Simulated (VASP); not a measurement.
Write the native input for VASP 6.6.1 that does the following.

- Task: single point
- Functional: PBEsol
- Potentials or basis: VASP PAW PBE potentials, release 64 (Mg, O)
- Cutoff: 520 eV
- k mesh: 2 × 2 × 2
- Occupations: fermi-dirac, width 0.05 eV
- Spin: collinear spin
- Starting moments: [0.0, 0.0, 0.0, 0.0, 0.0, 0.0, 0.0, 0.0, 0.0, 0.0, 0.0, 0.0, 0.0, 0.0, 0.0, 0.0, 1.0] μB
- Dipole correction: no
- Further INCAR settings: LREAL = Auto; ALGO = Normal; EDIFF = 1e-07; NBANDS = 53

The structure of Mg8O9 (a cell with a defect) lies in POSCAR:

```
Mg8O9
1.0
    0.0000000000      3.8950000000      3.8950000000
    3.8950000000      0.0000000000      3.8950000000
    3.8950000000      3.8950000000      0.0000000000
Mg O
8 9
Direct
    0.0226700899     -0.0275994865     -0.0441591784
    0.0265982028     -0.0170474968      0.4815404365
    0.0312195122      0.4806418485     -0.0507317073
   -0.0412580231      0.4624646983      0.4464441592
    0.5192169448      0.0070988447     -0.0602952503
    0.5547240051      0.0053786906      0.4179589217
    0.5544801027      0.4685237484     -0.1021052632
    0.4913735558      0.5179717587      0.4324518614
    0.2690885751      0.1988189987      0.2254428755
    0.2651732991      0.2373684211      0.6312580231
    0.1000385109      0.7422721438      0.3400385109
    0.2723491656      0.7115019255      0.7049807445
    0.7780744544      0.2498844673      0.1659820282
    0.7495250321      0.2338896021      0.6793838254
    0.7628626444      0.7304878049      0.1907958922
    0.7501925546      0.7450320924      0.7001026958
    0.3494223363      0.7397946085      1.0994351733
```

These files were run (other wordings do the same):

INCAR

```
PREC     = Accurate       # precision mode
ENCUT    = 520            # plane-wave cutoff, eV
EDIFF    = 1E-7           # SCF threshold, eV
ISMEAR   = -1             # smearing method
SIGMA    = 0.05           # smearing width, eV
LREAL    = Auto         
LASPH    = T              # aspherical terms in the spheres
NELM     = 150            # most SCF steps
ALGO     = Normal         # electronic algorithm
ISIF     = 2              # what is computed and relaxed
LWAVE    = F              # write WAVECAR
LCHARG   = F              # write CHGCAR
ISPIN    = 2              # spin polarisation
MAGMOM   = 0 0 0 0 0 0 0 0 0 0 0 0 0 0 0 0 1 # initial moments
LORBIT   = 11             # projections on sites
GGA      = PS             # functional
NBANDS   = 53             # bands
```

KPOINTS

```
regular mesh
0
Gamma
  2 2 2
```

Potentials or basis: VASP PAW PBE potentials, release 64 (Mg, O).

Command:

```sh
$ cat potpaw_PBE.64/Mg/POTCAR potpaw_PBE.64/O/POTCAR > POTCAR
$ mpirun -np 1 vasp_std > vasp.out
```

Results of the run:

```json
{
 "Pressure": "101.7 GPa",
 "Largest force": "5.667 eV/Å",
 "Band gap on the k mesh": "5.24 eV",
 "Net moment": "0.00 μB per cell",
 "Valence electrons inside the program's atomic spheres": "Mg 0.60, 0.85, 0.61, 0.82, 0.72, 0.70, 0.73, 0.63; O 5.26, 5.20, 5.29, 5.24, 5.37, 5.27 (each value once)"
}
```

Caveat: the k points lie up to 0.70 Å⁻¹ apart; the atoms stand as in a frame of molecular dynamics; the PAW data sets were made with another functional, which shifts forces and pressure a little.

Run time: 3.6 min on 1 thread of Intel(R) Xeon(R) Platinum 8375C CPU @ 2.90GHz (Ice Lake), on a shared host, peak memory 0.33 GiB.
